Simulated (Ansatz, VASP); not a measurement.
**One calculation of BeTe, two programs**

```
CELL_PARAMETERS angstrom
0.00000 2.80664 2.80664
2.80664 0.00000 2.80664
2.80664 2.80664 0.00000
ATOMIC_POSITIONS crystal
Be 0.00000 0.00000 0.00000
Te 0.75000 0.75000 0.75000
```

Alike in both runs: task single point; functional revPBE; dispersion D4; k mesh 8 × 8 × 8; occupations gaussian, width 0.05 eV; no spin polarisation.

|  | VASP | Ansatz |
| --- | --- | --- |
| version | VASP 6.6.1 | Ansatz 0.2.0 |
| potentials or method | VASP PAW PBE potentials, release 64 (Be, Te), cutoff 600 eV | scalar-relativistic, plane waves, PAW |
| valence electrons in the cell | 8 | 18 |

|  | VASP | Ansatz | Ansatz less VASP |
| --- | --- | --- | --- |
| gap on the k mesh at the Fermi level (eV) | 2.01 | 2.03 | +0.016 |
| least direct gap on the mesh (eV) | 3.62 | 3.64 | +0.021 |
| pressure (GPa) | -1.1 | -1.2 | -0.12 |

VASP's potentials were made for PBE, not for revPBE. VASP's potentials hold 8 valence electrons a cell and Ansatz's 18, so a difference there can come from the potentials and not from the codes.

Neither program's run includes spin-orbit coupling.
